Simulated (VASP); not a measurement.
# GaN (F-43m) in VASP: further runs

The runs below take GaN through single point, with r2SCAN.

Everything below comes from runs of VASP 6.6.1. Logs are shortened: lines on timing, memory, paths and dates and some standing lists are left out, and cuts for length are marked.

## (1) The cell of the first run

It takes space group F-43m (No. 216, cubic). The conventional cell has a = 4.498 Å, b = 4.498 Å, c = 4.498 Å, α = 90.00°, β = 90.00°, γ = 90.00°. Within 2.6 Å of Ga (site symmetry -43m) lie 4 N at 1.95 Å. N (site symmetry -43m) has 4 Ga at 1.95 Å within 2.6 Å.

## (2) Single point, r2SCAN

File POSCAR:

```
GaN
1.0
    0.0000000000      2.2489526313      2.2489526313
    2.2489526313      0.0000000000      2.2489526313
    2.2489526313      2.2489526313      0.0000000000
Ga N
1 1
Direct
    0.0000000000      0.0000000000      0.0000000000
    0.7500000000      0.7500000000      0.7500000000
```

File INCAR.step1:

```
  PREC = Accurate
  ENCUT = 520
  ISMEAR = -1
  SIGMA = 0.02
  LREAL = F
  LASPH = T
  NELM = 60
  NBANDS = 16
  GGA = PE
  ALGO = Normal
  EDIFF = 1E-4
  LWAVE = T
  LCHARG = F
```

File INCAR.step2:

```
  PREC = Accurate
  ENCUT = 520
  EDIFF = 1E-6
  ISMEAR = -1
  SIGMA = 0.02
  LREAL = F
  LASPH = T
  NELM = 60
  ALGO = Normal
  ISIF = 2
  LWAVE = F
  LCHARG = F
  METAGGA = R2SCAN
  LMIXTAU = T
  NBANDS = 16
  ISTART = 1
```

File KPOINTS:

```
regular mesh
0
Gamma
  8 8 8
```

Potentials or basis: VASP PAW PBE potentials, release 64 (Ga_d, N).

Started as:

```bash
$ cat potpaw_PBE.64/Ga_d/POTCAR potpaw_PBE.64/N/POTCAR > POTCAR
$ cp INCAR.step1 INCAR
$ mpirun -np 1 vasp_std > vasp.out
$ cp INCAR.step2 INCAR
$ mpirun -np 1 vasp_std > vasp.out
```

OUTCAR:

```text
PREC = Accurate
   ENCUT = 520
   EDIFF = 1E-6
   ISMEAR = -1
   LREAL = F
   LASPH = T
   NELM = 60
   ISIF = 2
   METAGGA = R2SCAN
   ISTART = 1

 ion  position               nearest neighbor table
   1  0.000  0.000  0.000-   2 1.95   2 1.95   2 1.95   2 1.95
   2  0.750  0.750  0.750-   1 1.95   1 1.95   1 1.95   1 1.95

  LATTYP: Found a face centered cubic cell.
 ALAT       =     4.4979052626

  Lattice vectors:

 A1 = (   0.0000000000,   2.2489526313,   2.2489526313)
 A2 = (   2.2489526313,   0.0000000000,   2.2489526313)
 A3 = (   2.2489526313,   2.2489526313,   0.0000000000)

Analysis of symmetry for initial positions (statically):
=====================================================================
 Subroutine PRICEL returns:
 Original cell was already a primitive cell.

 Routine SETGRP: Setting up the symmetry group for a
 face centered cubic supercell.

 Subroutine GETGRP returns: Found 24 space group operations
 (whereof 24 operations were pure point group operations)
 out of a pool of 48 trial point group operations.

The static configuration has the point symmetry T_d .

Analysis of symmetry for dynamics (positions and initial velocities):
=====================================================================
 Subroutine PRICEL returns:
 Original cell was already a primitive cell.

 Routine SETGRP: Setting up the symmetry group for a
 face centered cubic supercell.

 Subroutine GETGRP returns: Found 24 space group operations
 (whereof 24 operations were pure point group operations)
 out of a pool of 48 trial point group operations.

The dynamic configuration has the point symmetry T_d .

 Subroutine INISYM returns: Found 24 space group operations
 (whereof 24 operations are pure point group operations),
 and found     1 'primitive' translations

----------------------------------------------------------------------------------------

                                     Primitive cell

  volume of cell :      22.7495

  direct lattice vectors                    reciprocal lattice vectors
     0.000000000  2.248952631  2.248952631    -0.222325714  0.222325714  0.222325714
     2.248952631  0.000000000  2.248952631     0.222325714 -0.222325714  0.222325714
     2.248952631  2.248952631  0.000000000     0.222325714  0.222325714 -0.222325714

  length of vectors
     3.180499312  3.180499312  3.180499312     0.385079433  0.385079433  0.385079433

  position of ions in fractional coordinates (direct lattice)
     0.000000000  0.000000000  0.000000000
     0.750000000  0.750000000  0.750000000

  ion indices of the primitive-cell ions
   primitive index   ion index
                 1           1
                 2           2

----------------------------------------------------------------------------------------

 KPOINTS: regular mesh

Automatic generation of k-mesh.
 Grid dimensions read from file:
 generate k-points for:    8    8    8

 Generating k-lattice:

  Cartesian coordinates                     Fractional coordinates (reciprocal lattice)
    -0.027790714  0.027790714  0.027790714     0.125000000  0.000000000  0.000000000
     0.027790714 -0.027790714  0.027790714     0.000000000  0.125000000  0.000000000
     0.027790714  0.027790714 -0.027790714     0.000000000  0.000000000  0.125000000

  Length of vectors
     0.048134929  0.048134929  0.048134929

  Shift w.r.t. Gamma in fractional coordinates (k-lattice)
     0.000000000  0.000000000  0.000000000

 Subroutine IBZKPT returns following result:
 ===========================================

 Found     29 irreducible k-points:

 Following reciprocal coordinates:
            Coordinates               Weight
  0.000000  0.000000  0.000000      1.000000
  0.125000  0.000000  0.000000      8.000000
  0.250000  0.000000  0.000000      8.000000
  0.375000  0.000000  0.000000      8.000000
  0.500000  0.000000  0.000000      4.000000
  0.125000  0.125000  0.000000      6.000000
[... 16 lines left out ...]
  0.500000  0.250000  0.125000     48.000000
 -0.375000  0.250000  0.125000     24.000000
 [... further k-points ...]
   k-points           NKPTS =     29   k-points in BZ     NKDIM =     29   number of bands    NBANDS=     16
   number of dos      NEDOS =    301   number of ions     NIONS =      2
   total plane-waves  NPLWV =  13824
   dimension x,y,z NGX =    24 NGY =   24 NGZ =   24
   dimension x,y,z NGXF=    48 NGYF=   48 NGZF=   48
   ions per type =               1   1
   NGX,Y,Z   is equivalent  to a cutoff of  12.54, 12.54, 12.54 a.u.
   NGXF,Y,Z  is equivalent  to a cutoff of  25.09, 25.09, 25.09 a.u.
 SYSTEM =  unknown system
   PREC   = accura    normal or accurate (medium, high low for compatibility)
   ISTART =      1    job   : 0-new  1-cont  2-samecut
   ICHARG =      0    charge: 1-file 2-atom 10-const
   ISPIN  =      1    spin polarized calculation?
   LNONCOLLINEAR =      F non collinear calculations
   LSORBIT =      F    spin-orbit coupling
   LASPH  =      T    aspherical Exc in radial PAW
   ENCUT  =  520.0 eV  38.22 Ry    6.18 a.u.   5.91  5.91  5.91*2*pi/ulx,y,z
   NELM   =     60;   NELMIN=  2; NELMDL=  0     # of ELM steps
   EDIFF  = 0.1E-05   stopping-criterion for ELM
   LREAL  =      F    real-space projection
   EDIFFG = 0.1E-04   stopping-criterion for IOM
   NSW    =      0    number of steps for IOM
   IBRION =     -1    ionic relax: 0-MD 1-quasi-New 2-CG
   NFREE  =      0    steps in history (QN), initial steepest desc. (CG)
   ISIF   =      2    stress and relaxation
   ISYM   =      2    0-nonsym 1-usesym 2-fastsym
   POTIM  = 0.5000    time-step for ionic-motion
   TEBEG  =    0.0;   TEEND  =   0.0 temperature during run
   PSTRESS=    0.0 pullay stress
   NELECT =      18.0000    total number of electrons
   NUPDOWN=      -1.0000    fix difference up-down
   EMIN   =  10.00;   EMAX   =-10.00  energy-range for DOS
   EFERMI =   0.00;   METHOD = LEGACY
   ISMEAR =    -1;   SIGMA  =   0.02  broadening in eV -4-tet -1-fermi 0-gaus
   EFERMI_NEDOS =   21; number of points for ismear=-14 and -15
   IALGO  =     38    algorithm
   IMIX   =      4    mixing-type and parameters
     AMIX     =   0.40;   BMIX     =  1.00
     AMIX_MAG =   1.60;   BMIX_MAG =  1.00
  volume/ion in A,a.u.               =      11.37        76.76
  Fermi-wavevector in a.u.,A,eV,Ry     =   1.514173  2.861371 31.194328  2.292718
  Thomas-Fermi vector in A             =   2.623866
   LORBIT       =      0    0 simple, 1 ext, 2 COOP (PROOUT), +10 PAW based schemes
   METAGGA = R2SCAN    functional components
   LHFCALC =     F    Hartree Fock is set to
   AEXX    =    0.0000 exact exchange contribution
   IVDW    =     0    specifies the selected vdW correction
   LEPSILON=     F    determine dielectric tensor
   LRPA    =     F    only Hartree local field effects (RPA)
 non-spin polarized calculation
  energy-cutoff  :      520.00
  volume of cell :       22.75
 maximum number of plane-waves:       620
   NGX = 11   NGY = 11   NGZ = 11

 number of electron      18.0000009 magnetization

 Free energy of the ion-electron system (eV)
  ---------------------------------------------------
  ext. energy  EPLUGINS =         0.00000000
  ---------------------------------------------------
  free energy    TOTEN  =       -21.89604271 eV

  energy without entropy =      -21.89604271  energy(sigma->0) =      -21.89604271

 E-fermi :   5.5457     XC(G=0): -12.6705

 val. band max:        5.0829658746   @ k =   0.0000   0.0000   0.0000
 cond. band min:       7.2424698743   @ k =   0.0000   0.0000   0.0000
 fundamental gap:      2.1595039997
 Fermi energy:         5.5456679257

 k-point     1 :       0.0000    0.0000    0.0000
  band No.  band energies     occupation
      1     -11.7001      2.00000
      2      -8.7527      2.00000
      3      -8.7527      2.00000
      4      -8.7527      2.00000
      5      -8.3955      2.00000
      6      -8.3955      2.00000
[... 8 lines left out ...]
     15      24.8570      0.00000
     16      24.8570      0.00000

 k-point     2 :       0.1250    0.0000    0.0000
  band No.  band energies     occupation
      1     -11.5287      2.00000
      2      -8.7308      2.00000
      3      -8.7308      2.00000
      4      -8.6869      2.00000
      5      -8.3970      2.00000
      6      -8.3970      2.00000
[... 8 lines left out ...]
     15      23.1261      0.00000
     16      23.2508      0.00000

 k-point     3 :       0.2500    0.0000    0.0000
  band No.  band energies     occupation
      1     -11.1339      2.00000
      2      -8.6868      2.00000
      3      -8.6868      2.00000
      4      -8.3949      2.00000
      5      -8.3908      2.00000
      6      -8.3907      2.00000
[... 8 lines left out ...]
     15      22.7566      0.00000
     16      22.7566      0.00000

 k-point     4 :       0.3750    0.0000    0.0000
  band No.  band energies     occupation
      1     -10.8060      2.00000
      2      -8.6598      2.00000
      3      -8.6598      2.00000
      4      -8.3658      2.00000
      5      -8.3658      2.00000
      6      -7.7496      2.00000
[... 8 lines left out ...]
     15      24.3213      0.00000
     16      24.3213      0.00000
[... 324 lines left out ...]
 k-point    22 :       0.3750    0.2500    0.1250
  band No.  band energies     occupation
      1     -10.8768      2.00000
      2      -8.6392      2.00000
      3      -8.6193      2.00000
      4      -8.4838      2.00000
      5      -8.3669      2.00000
      6      -8.0524      2.00000
[... 8 lines left out ...]
     15      25.1674      0.00000
     16      27.5118      0.00000

 k-point    23 :       0.5000    0.2500    0.1250
  band No.  band energies     occupation
      1     -10.6571      2.00000
      2      -8.6281      2.00000
      3      -8.5849      2.00000
      4      -8.4469      2.00000
      5      -8.3605      2.00000
      6      -7.4017      2.00000
[... 8 lines left out ...]
     15      25.3274      0.00000
     16      27.2616      0.00000

 k-point    24 :      -0.3750    0.2500    0.1250
  band No.  band energies     occupation
      1     -10.5862      2.00000
      2      -8.6321      2.00000
      3      -8.5716      2.00000
      4      -8.4182      2.00000
      5      -8.3635      2.00000
      6      -6.9746      2.00000
[... 8 lines left out ...]
     15      24.8599      0.00000
     16      27.2311      0.00000

 [... further k-points ...]

------------------------ aborting loop because EDIFF is reached ----------------------------------------

  FORCE on cell =-STRESS in cart. coord.  units (eV):
  Direction    XX          YY          ZZ          XY          YZ          ZX
  --------------------------------------------------------------------------------------
  -------------------------------------------------------------------------------------
  Total        0.1493172      0.1493172      0.1493172     -0.0000000      0.0000000     -0.0000000
  in kB       10.5159739     10.5159739     10.5159739     -0.0000000      0.0000000     -0.0000000
  external PRESSURE =      10.5159739 kB  Pullay stress =       0.0000000 kB

 VOLUME and BASIS-vectors are now :
 -----------------------------------------------------------------------------
  energy-cutoff  :      520.00
  volume of cell :       22.75
      direct lattice vectors                 reciprocal lattice vectors
     0.000000000  2.248952631  2.248952631    -0.222325714  0.222325714  0.222325714
     2.248952631  0.000000000  2.248952631     0.222325714 -0.222325714  0.222325714
     2.248952631  2.248952631  0.000000000     0.222325714  0.222325714 -0.222325714

 POSITION                                       TOTAL-FORCE (eV/Angst)
 -----------------------------------------------------------------------------------
      0.00000      0.00000      0.00000         0.000000      0.000000      0.000000
      3.37343      3.37343      3.37343        -0.000000      0.000000     -0.000000
 -----------------------------------------------------------------------------------
    total drift:                               -0.000008     -0.000008     -0.000008

  FREE ENERGIE OF THE ION-ELECTRON SYSTEM (eV)
  ---------------------------------------------------
  free  energy   TOTEN  =       -21.8960427132 eV

  energy  without entropy=      -21.8960427132  energy(sigma->0) =      -21.89604271
```

It took 18 s on 1 thread of Intel Xeon 6975P-C (Granite Rapids), shared host; peak memory 0.15 GiB.

What came out:

| Property | Result |
| --- | --- |
| Free energy | -21.8960 eV |
| Pressure | 1.1 GPa |
| Band gap on the k mesh | 2.16 eV, direct |

Caveat: the PAW data sets were made with another functional, which shifts forces and pressure a little.

## (3) Single point, r2SCAN

POSCAR is that of step 2.

File INCAR.step1:

```
SYSTEM = GaN
PREC = Accurate
ENCUT = 520
ISMEAR = 0
SIGMA = 0.01
LREAL = .False.
LASPH = .True.
NELM = 60
NBANDS = 16
GGA = PE
ALGO = Normal
EDIFF = 1E-4
LWAVE = .True.
LCHARG = .False.
```

File INCAR.step2:

```
SYSTEM = GaN
PREC = Accurate
ENCUT = 520
EDIFF = 1E-6
ISMEAR = 0
SIGMA = 0.01
LREAL = .False.
LASPH = .True.
NELM = 60
ALGO = Normal
ISIF = 2
LWAVE = .False.
LCHARG = .True.
METAGGA = R2SCAN
LMIXTAU = .True.
LELF = .True.
LVHAR = .True.
NBANDS = 16
ISTART = 1
```

File KPOINTS:

```
Automatic mesh
0
Gamma
  10 10 10
  0 0 0
```

Potentials or basis: VASP PAW PBE potentials, release 64 (Ga_d, N).

Started as:

```bash
$ cat potpaw_PBE.64/Ga_d/POTCAR potpaw_PBE.64/N/POTCAR > POTCAR
$ cp INCAR.step1 INCAR
$ mpirun -np 1 vasp_std > vasp.out
$ cp INCAR.step2 INCAR
$ mpirun -np 1 vasp_std > vasp.out
```

Run time: 25 s. Hardware: 1 thread of Intel Xeon 6975P-C (Granite Rapids), shared host; peak memory 0.15 GiB.

It converged, with:

```
Free energy            : -21.8964 eV
Pressure               : 1.1 GPa
Band gap on the k mesh : 2.16 eV, direct
```

Levels at points of the mesh, in eV from the valence-band top:
| k point | band 7 | band 8 | band 9 | band 10 | band 11 | band 12 |
| --- | --- | --- | --- | --- | --- | --- |
| (0.00, 0.00, 0.00) | 0.00 | 0.00 | 0.00 | 2.16 | 11.04 | 11.04 |
| (0.50, 0.00, 0.00) | -7.20 | -1.00 | -1.00 | 5.21 | 9.47 | 11.03 |
| (0.50, 0.50, 0.00) | -6.24 | -2.80 | -2.80 | 3.77 | 7.28 | 12.63 |

Caveat: the PAW data sets were made with another functional, which shifts forces and pressure a little. r2SCAN opens gaps a little over a GGA but as a rule still falls short of measured ones.
